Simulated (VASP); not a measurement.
A run of VASP 6.6.1 is set up as follows.

The input POSCAR:

```
Ga
1.0
    2.7217036785      0.0000000000      0.0000000000
    0.0000000000      3.2146183849      0.0000000000
   -1.3160064422      0.0000000000      3.9088161735
Ga
2
Direct
    0.1345962700      0.7500000000      0.7701668300
    0.8654037300      0.2500000000      0.2298331700
```

The input INCAR.step1:

```
PREC = Accurate ; ENCUT = 520
ISMEAR = -1 ; SIGMA = 0.05
LREAL = False ; LASPH = True
NELM = 80 ; NBANDS = 20
GGA = PE ; ALGO = Normal
EDIFF = 1E-4 ; LWAVE = True
LCHARG = False
```

Contents of INCAR.step2:

```
PREC = Accurate ; ENCUT = 520
EDIFF = 1E-6 ; ISMEAR = -1
SIGMA = 0.05 ; LREAL = False
LASPH = True ; NELM = 80
ALGO = Normal ; ISIF = 2
LWAVE = False ; LCHARG = False
METAGGA = R2SCAN ; LMIXTAU = True
NBANDS = 20 ; ISTART = 1
```

Contents of KPOINTS:

```
Automatic mesh
0
Gamma
  10 8 7
```

Potentials or basis: VASP PAW PBE potentials, release 64 (Ga_d).

Launch:

```sh
$ cat potpaw_PBE.64/Ga_d/POTCAR > POTCAR
$ cp INCAR.step1 INCAR
$ mpirun -np 1 vasp_std > vasp.out
$ cp INCAR.step2 INCAR
$ mpirun -np 1 vasp_std > vasp.out
```

Problem. Estimate the band gap on the k mesh.

Solution. Zero (band 13 reaches 10.89 eV, above the bottom of band 14 at 1.73 eV).

Problem. Estimate the largest force.

Solution. 0.084 eV/Å.

Problem. What does it give for the pressure?

Solution. 4.2 GPa.

Stress tensor (GPa, compression positive):
```
 5.30  0.00 -0.48
 0.00  3.26  0.00
-0.48  0.00  4.10
```

Caveat: the PAW data sets were made with another functional, which shifts forces and pressure a little.
